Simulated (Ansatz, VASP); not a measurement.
# TePb: VASP beside Ansatz

File INCAR:

```
SYSTEM = TePb
PREC = Accurate
ENCUT = 500
EDIFF = 1E-6
ISMEAR = 0
SIGMA = 0.05
LREAL = .FALSE.
LASPH = .TRUE.
NELM = 120
ALGO = Normal
ISIF = 2
LWAVE = .FALSE.
LCHARG = .FALSE.
GGA = PE
NBANDS = 17
GGA_COMPAT = .FALSE.
```

The input KPOINTS:

```
regular mesh
0
G
  4 4 4
  0 0 0
```

POSCAR

```
TePb
1.0
    4.0303167614      0.0000000000      0.0000000000
    0.0000000000      4.0303167614      0.0000000000
    0.0000000000      0.0000000000      4.0303167614
Pb Te
1 1
Direct
    0.0000000000      0.0000000000      0.0000000000
    0.5000000000      0.5000000000      0.5000000000
```

Input for Ansatz:

```yaml
crystal:
  lattice:
    - [4.0303167614, 0.0, 0.0]
    - [0.0, 4.0303167614, 0.0]
    - [0.0, 0.0, 4.0303167614]
  atoms:
    - { symbol: Pb, position: [0.0, 0.0, 0.0] }
    - { symbol: Te, position: [0.5, 0.5, 0.5] }
basis:
  ecutwfc: 420
kpoints:
  mp_grid: { grid: [4, 4, 4] }
hamiltonian:
  xc: pbe
scf:
  occupations: { method: gaussian, width: 0.05 }
output:
  forces: true
  stress: true
  eigenvalues: true
```

Alike in both runs: task single point; functional PBE; k mesh 4 × 4 × 4; occupations gaussian, width 0.05 eV; no spin polarisation.

|  | VASP | Ansatz |
| --- | --- | --- |
| version | VASP 6.6.1 | Ansatz 0.2.0 |
| potentials or method | VASP PAW PBE potentials, release 64 (Pb_d, Te), cutoff 500 eV | scalar-relativistic, plane waves, PAW |
| valence electrons in the cell | 20 | 30 |

```tsv
	VASP	Ansatz	Ansatz less VASP
gap on the k mesh at the Fermi level (eV)	none	none	-
pressure (GPa)	-0.1	-0.1	+0.03
```

A gap of «none» marks a metal or a gap that the smearing closes. The functional is the same, so the differences come from potentials, cutoffs and numerics. VASP's potentials hold 20 valence electrons a cell and Ansatz's 30, so a difference there can come from the potentials and not from the codes.

The k mesh is coarse, so the values compare programs but aren't converged. Spin-orbit coupling is off throughout.
